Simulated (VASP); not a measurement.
Mg3Te2O: single point with PBE

Crystal: Mg3Te2O.

```
Mg Te O
1.0
     3.89892    0.00000    0.00000
    -1.94946    3.37657    0.00000
     0.00000    0.00000    9.45980
Mg Te O
3 2 1
Direct
  0.66667 0.33333 0.88350
  0.33333 0.66667 0.11650
  0.00000 0.00000 0.50000
  0.33333 0.66667 0.69034
  0.66667 0.33333 0.30966
  0.00000 0.00000 0.00000
```

```yaml
Program: VASP 6.6.1
Task: single point
Functional: PBE
Potentials_or_basis: VASP PAW PBE potentials, release 64 (Mg, Te, O)
Cutoff: 600 eV
k_mesh: 4 × 4 × 2
Occupations: gaussian, width 0.15 eV
Spin: no spin polarisation
Dipole_correction: no
Further_INCAR_settings: ALGO = Normal; EDIFF = 1e-06; NBANDS = 21
```

- Pressure: -0.3 GPa
- Largest force: 0.004 eV/Å
- Band gap on the k mesh: zero (filled and empty bands touch)

Forces on the atoms (eV/Å):
```
Mg   0.000  0.000 -0.003
Mg   0.000  0.000  0.003
Mg   0.000  0.000  0.000
Te   0.000  0.000 -0.004
Te   0.000  0.000  0.004
O    0.000  0.000  0.000
```

Stress tensor (GPa, compression positive):
```
-0.41  0.00  0.00
 0.00 -0.41  0.00
 0.00  0.00 -0.23
```

Levels at points of the mesh, in eV from the Fermi level:
| k point | band 10 | band 11 | band 12 | band 13 | band 14 | band 15 |
| --- | --- | --- | --- | --- | --- | --- |
| (0.00, 0.00, 0.00) | -0.33 | -0.33 | -0.05 | -0.05 | 3.83 | 3.86 |
| (0.50, 0.00, 0.00) | -2.70 | -1.68 | -1.23 | 0.40 | 2.53 | 2.53 |
| (0.00, 0.00, 0.50) | -0.30 | -0.10 | -0.10 | 0.49 | 3.22 | 3.86 |
| (0.50, 0.00, 0.50) | -1.78 | -1.78 | -1.12 | 0.89 | 0.97 | 2.98 |

It took 59 s on 1 thread of AMD EPYC 7R13, on a shared host, peak memory 0.24 GiB.

Caveat: the k points lie up to 0.47 Å⁻¹ apart; spin-orbit coupling is left out, which moves the levels of the heavy elements.
